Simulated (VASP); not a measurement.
The system is K2HfSe3.

```
K Hf Se
1.0
     4.68095    0.00000    0.00000
    -2.34047    4.05382    0.00000
     0.00000    0.00000    7.84265
K Hf Se
2 1 3
Direct
  0.66667 0.33333 0.70070
  0.33333 0.66667 0.29930
  0.00000 0.00000 0.00000
  0.66667 0.33333 0.34622
  0.33333 0.66667 0.65378
  0.00000 0.00000 0.50000
```

The cell was generated, and may not be a known phase.

- Program: VASP 6.6.1
- Task: relaxation of cell and atoms
- Functional: PBE
- Potentials or basis: VASP PAW PBE potentials, release 64 (K_sv, Hf_pv, Se)
- Cutoff: 600 eV
- k mesh: 6 × 6 × 2
- Occupations: gaussian, width 0.1 eV
- Spin: no spin polarisation

At the start: pressure 12.4 GPa; volume 24.80 Å³/atom.

How do energy, volume and symmetry change on relaxing?

Over 51 steps the energy falls by 1715.5 meV/atom and the volume is 24.08 Å³/atom (-2.9 %); space group P-3m1 (No. 164, to 0.1 Å) before and after.

Step by step:
```
step  energy change (eV)  largest force (eV/Å)  pressure (GPa)  volume (Å³)
   1              0.0000                2.1732           12.35       148.82
   3             -1.9367                1.1420           -1.51       201.38
   5             -2.2896                1.5648           -1.63       195.49
   7             -6.6558                3.1243            3.72       151.81
   9             -6.7204                3.2946            2.55       153.47
  11             -6.8726                2.0278            3.94       151.65
  13             -7.3712                1.3019            1.62       154.35
  15             -7.9165                1.9624           -3.26       165.98
  17             -8.6289                1.5631           -1.78       153.51
  19             -9.4156                1.1716            3.77       136.62
  21             -9.5100                1.1564            5.28       147.75
  23            -10.0897                0.5363           -0.17       150.38
  25            -10.1251                0.4554           -0.54       151.31
  27            -10.1798                0.1713            0.00       149.81
  29            -10.1836                0.1376            0.03       149.73
  31            -10.1932                0.1149            0.51       148.55
  33            -10.1965                0.0766            0.29       149.02
  35            -10.2085                0.0749           -0.49       150.48
  37            -10.2119                0.0721           -1.10       151.65
  39            -10.2220                0.0866           -1.22       151.37
  41            -10.2615                0.1459           -1.51       149.80
  43            -10.2859                0.1698           -0.16       145.32
  45            -10.2878                0.1438           -0.08       145.04
  47            -10.2906                0.0529           -0.03       144.82
  49            -10.2923                0.0505            0.04       144.40
  51            -10.2928                0.0387            0.00       144.48
```

Final structure:
```
K Hf Se
1.0
     5.19936    0.00000    0.00000
    -2.59968    4.50277    0.00000
     0.00000    0.00000    6.17114
K Hf Se
2 1 3
Cartesian
  2.5997 1.5009 3.6667
  0.0000 3.0019 2.5044
  0.0000 0.0000 0.0000
  2.5997 1.5009 0.4916
  0.0000 3.0019 5.6795
  0.0000 0.0000 3.0856
```

Caveat: the k points lie up to 0.51 Å⁻¹ apart in the final cell; a cell axis changed by over 15 % at a fixed basis, so the end point is rough.
